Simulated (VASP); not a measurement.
# Cu (P6_3/mmc) in VASP: settings compared, part 2 of 2

VASP 6.6.1. Earlier steps stand in the parts before.

## (5) Single point, r2SCAN

File POSCAR:

```
Cu
1.0
    2.5340966698      0.0000000000      0.0000000000
   -1.2670483349      2.1945920917      0.0000000000
    0.0000000000      0.0000000000      4.1125710000
Cu
2
Direct
    0.3333333333      0.6666666667      0.2500000000
    0.6666666667      0.3333333333      0.7500000000
```

File INCAR.step1:

```
PREC = Accurate
ENCUT = 660
ISMEAR = 0
SIGMA = 0.1
LREAL = False
LASPH = True
NELM = 120
NBANDS = 18
GGA = PE
ALGO = Normal
EDIFF = 1E-5
LWAVE = True
LCHARG = False
GGA_COMPAT = False
```

File INCAR.step2:

```
PREC = Accurate
ENCUT = 660
EDIFF = 1E-6
ISMEAR = 0
SIGMA = 0.1
LREAL = False
LASPH = True
NELM = 120
ALGO = Normal
ISIF = 2
LWAVE = False
LCHARG = False
METAGGA = R2SCAN
LMIXTAU = True
NBANDS = 18
ISTART = 1
GGA_COMPAT = False
```

File KPOINTS:

```
Automatic mesh
0
Gamma
  6 6 4
```

Potentials or basis: VASP PAW PBE potentials, release 64 (Cu).

On the command line:

```
$ cat potpaw_PBE.64/Cu/POTCAR > POTCAR
$ cp INCAR.step1 INCAR
$ mpirun -np 1 vasp_std > vasp.out
$ cp INCAR.step2 INCAR
$ mpirun -np 1 vasp_std > vasp.out
```

OUTCAR:

```text
PREC = Accurate
   ENCUT = 660
   EDIFF = 1E-6
   ISMEAR = 0
   LREAL = False
   LASPH = True
   NELM = 120
   ISIF = 2
   METAGGA = R2SCAN
   ISTART = 1

 ion  position               nearest neighbor table
   1  0.333  0.667  0.250-   2 2.52   2 2.52   2 2.52   2 2.52   2 2.52   2 2.52
   2  0.667  0.333  0.750-   1 2.52   1 2.52   1 2.52   1 2.52   1 2.52   1 2.52

  LATTYP: Found a hexagonal cell.
 ALAT       =     2.5340966698
 C/A-ratio  =     1.6228942838

  Lattice vectors:

 A1 = (   2.5340966698,   0.0000000000,   0.0000000000)
 A2 = (  -1.2670483349,   2.1945920917,   0.0000000000)
 A3 = (   0.0000000000,   0.0000000000,   4.1125710000)

Analysis of symmetry for initial positions (statically):
=====================================================================
 Subroutine PRICEL returns:
 Original cell was already a primitive cell.

 Routine SETGRP: Setting up the symmetry group for a
 hexagonal supercell.

 Subroutine GETGRP returns: Found 24 space group operations
 (whereof 12 operations were pure point group operations)
 out of a pool of 24 trial point group operations.
[... 158 lines left out ...]
  free energy    TOTEN  =       -21.57924807 eV

  energy without entropy =      -21.56934201  energy(sigma->0) =      -21.57429504

 E-fermi :   7.6757     XC(G=0): -13.9636

 val. band max:        7.6446692245   @ k =   0.3333   0.1667   0.2500
 cond. band min:       7.7603402508   @ k =   0.5000  -0.0000   0.0000
 fundamental gap:      0.1156710263
 Fermi energy:         7.6756606626

 k-point     1 :       0.0000    0.0000    0.0000
  band No.  band energies     occupation
      1      -2.1264      2.00000
      2       2.3856      2.00000
      3       4.5764      2.00000
      4       4.6158      2.00000
      5       4.6158      2.00000
      6       4.8433      2.00000
[... 418 lines left out ...]
      5       4.2600      2.00000
      6       4.2600      2.00000
[... 10 lines left out ...]
     17      29.5417      0.00000
     18      29.5417      0.00000

------------------------ aborting loop because EDIFF is reached ----------------------------------------

  FORCE on cell =-STRESS in cart. coord.  units (eV):
  Direction    XX          YY          ZZ          XY          YZ          ZX
  --------------------------------------------------------------------------------------
  -------------------------------------------------------------------------------------
  Total        0.2600608      0.2600608     -0.0148209      0.0000000      0.0000000      0.0000000
  in kB       18.2177617     18.2177617     -1.0382349      0.0000000      0.0000000      0.0000000
  external PRESSURE =      11.7990962 kB  Pullay stress =       0.0000000 kB

 VOLUME and BASIS-vectors are now :
 -----------------------------------------------------------------------------
  energy-cutoff  :      660.00
  volume of cell :       22.87
      direct lattice vectors                 reciprocal lattice vectors
     2.534096670  0.000000000  0.000000000     0.394617937  0.227832772  0.000000000
    -1.267048335  2.194592092  0.000000000     0.000000000  0.455665544  0.000000000
     0.000000000  0.000000000  4.112571000     0.000000000  0.000000000  0.243156896

 POSITION                                       TOTAL-FORCE (eV/Angst)
 -----------------------------------------------------------------------------------
     -0.00000      1.46306      1.02814        -0.000000      0.000000      0.000000
      1.26705      0.73153      3.08443         0.000000     -0.000000      0.000000
 -----------------------------------------------------------------------------------
    total drift:                               -0.000000      0.000000     -0.000000

  FREE ENERGIE OF THE ION-ELECTRON SYSTEM (eV)
  ---------------------------------------------------
  free  energy   TOTEN  =       -21.5792480720 eV

  energy  without entropy=      -21.5693420057  energy(sigma->0) =      -21.57429504
```

OSZICAR.step1:

```text
N       E                     dE             d eps       ncg     rms          rms(c)
DAV:   1     0.130247153937E+03    0.13025E+03   -0.12138E+04   828   0.260E+03
DAV:   2    -0.215642210733E+01   -0.13240E+03   -0.12559E+03   756   0.311E+02
DAV:   3    -0.913840407386E+01   -0.69820E+01   -0.66906E+01   830   0.941E+01
DAV:   4    -0.920597352436E+01   -0.67569E-01   -0.67530E-01   956   0.101E+01
DAV:   5    -0.920686134026E+01   -0.88782E-03   -0.88778E-03   948   0.974E-01    0.110E+01
DAV:   6    -0.810036388078E+01    0.11065E+01   -0.11043E+01   814   0.984E+01    0.551E+00
DAV:   7    -0.738405251531E+01    0.71631E+00   -0.21937E+00   804   0.405E+01    0.839E-01
DAV:   8    -0.736106640961E+01    0.22986E-01   -0.15181E-02   902   0.145E+00    0.450E-01
DAV:   9    -0.735745181968E+01    0.36146E-02   -0.54740E-03   908   0.216E+00    0.278E-02
DAV:  10    -0.735748250659E+01   -0.30687E-04   -0.18976E-04   898   0.166E-01    0.835E-03
DAV:  11    -0.735748359485E+01   -0.10883E-05   -0.27739E-06   510   0.223E-02
   1 F= -.73574836E+01 E0= -.73525577E+01  d E =-.985188E-02
```

Wall time 48 s (1 thread of AMD EPYC 7R43 (Zen 3), shared host); peak memory 0.13 GiB.

Results:

```
Free energy            : -21.5792 eV
Pressure               : 1.2 GPa
Band gap on the k mesh : zero (band 11 reaches 12.06 eV, above the bottom of band 12 at 5.69 eV)
```

Caveat: the k points lie up to 0.48 Å⁻¹ apart; the PAW data sets were made with another functional, which shifts forces and pressure a little.

## (6) Single point, PBE, collinear spin, zero start

File INCAR:

```
SYSTEM = Cu
ALGO = Normal
EDIFF = 1E-6
ENCUT = 600
GGA = PE
GGA_COMPAT = .False.
ISIF = 2
ISMEAR = 0
ISPIN = 2
LASPH = .True.
LCHARG = .True.
LELF = .True.
LMAXMIX = 4
LORBIT = 11
LREAL = .False.
LVHAR = .True.
LWAVE = .False.
MAGMOM = 0 0
NBANDS = 22
NELM = 200
NUPDOWN = 0.0
PREC = Accurate
SIGMA = 0.1
```

File KPOINTS:

```
k-points
0
Gamma
  6 6 4
  0 0 0
```

POSCAR is that of step 5.

Potentials or basis: VASP PAW PBE potentials, release 64 (Cu).

On the command line:

```
$ cat potpaw_PBE.64/Cu/POTCAR > POTCAR
$ mpirun -np 1 vasp_std > vasp.out
```

It took 18 s on 1 thread of AMD EPYC 7R43 (Zen 3), shared host; peak memory 0.12 GiB.

The run converged. Its results:

```yaml
Free_energy: -7.3581 eV
Pressure: 8.3 GPa
Net_moment: 0.00 μB per cell
Valence_electrons_inside_the_program's_atomic_spheres: Cu 10.04
```

Stress tensor (GPa, compression positive):
```
8.93 0.00 0.00
0.00 8.93 0.00
0.00 0.00 7.13
```

Caveat: the k points lie up to 0.48 Å⁻¹ apart; the total moment is fixed, so each spin has its own Fermi level.

## (7) Overview

```csv
level,spin,fixed moment (μB),cell,cutoff (eV),smearing,gap on the mesh (eV),pressure (GPa)
PBE+D3(BJ),off,-,"a = 2.534, b = 2.534, c = 4.113 Å, angles 90.0, 90.0, 120.0°, 2 atoms",600,gaussian 0.1 eV,none,-0.6
PBE,off,-,"a = 2.868, b = 2.868, c = 4.655 Å, angles 90.0, 90.0, 120.0°, 2 atoms",600,tetrahedron,none,-18.5
PBE,off,-,"a = 2.842, b = 2.842, c = 4.612 Å, angles 90.0, 90.0, 120.0°, 2 atoms",600,fermi-dirac 0.068 eV,none,-18.6
r2SCAN,off,-,"a = 2.534, b = 2.534, c = 4.113 Å, angles 90.0, 90.0, 120.0°, 2 atoms",660,gaussian 0.1 eV,none,1.2
PBE,"collinear, zero start",0.0,"a = 2.534, b = 2.534, c = 4.113 Å, angles 90.0, 90.0, 120.0°, 2 atoms",600,gaussian 0.1 eV,-,8.3
```

Alike in all rows: task single point; potentials or basis VASP PAW PBE potentials, release 64 (Cu); k mesh 6 × 6 × 4.

Caveats: all runs use coarse meshes; pairwise dispersion overbinds metals, which lowers pressure and volume (some runs); the PAW data sets were made with another functional, which shifts forces and pressure a little (some runs); the total moment is fixed, so each spin has its own Fermi level (some runs).

Absolute energies hang on the potentials; compare differences alone.
